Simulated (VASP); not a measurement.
Input of a VASP 6.6.1 run:

Contents of POSCAR:

```
GaAs
1.0
    0.0000000000      2.7276556504      2.9191593617
    2.7276556504      0.0000000000      2.9191593617
    2.7276556504      2.7276556504      0.0000000000
Ga As
1 1
Direct
    0.0000000000      0.0000000000      0.0000000000
    0.2500000000      0.2500000000      0.2500000000
```

The input INCAR.step1:

```
SYSTEM = GaAs
PREC = Accurate
ENCUT = 400
EDIFF = 1E-5
ISMEAR = 0
SIGMA = 0.01
LREAL = .False.
LASPH = .True.
NELM = 120
ALGO = Normal
ISIF = 2
LWAVE = .True.
LCHARG = .False.
NBANDS = 16
GGA = PE
GGA_COMPAT = .False.
```

Contents of INCAR.step2:

```
SYSTEM = GaAs
PREC = Accurate
ENCUT = 400
EDIFF = 1E-6
ISMEAR = 0
SIGMA = 0.01
LREAL = .False.
LASPH = .True.
NELM = 120
ALGO = Normal
ISIF = 2
LWAVE = .False.
LCHARG = .False.
GGA = PE
LHFCALC = .True.
HFSCREEN = 0.2079
PRECFOCK = Normal
NBANDS = 16
ISTART = 1
GGA_COMPAT = .False.
```

Contents of KPOINTS:

```
Automatic mesh
0
Gamma
  6 6 6
  0 0 0
```

Potentials or basis: VASP PAW PBE potentials, release 64 (Ga_d, As).

Run with:

```console
$ cat potpaw_PBE.64/Ga_d/POTCAR potpaw_PBE.64/As/POTCAR > POTCAR
$ cp INCAR.step1 INCAR
$ mpirun -np 1 vasp_std > vasp.out
$ cp INCAR.step2 INCAR
$ mpirun -np 1 vasp_std > vasp.out
```

(1) What does it give for the pressure?

(2) Predict the band gap on the k mesh.

Answers

(1) 4.0 GPa.

(2) 1.56 eV.

Caveat: the stress differs along the axes, from 0 to 6 GPa; the PAW data sets were made with another functional, which shifts forces and pressure a little.
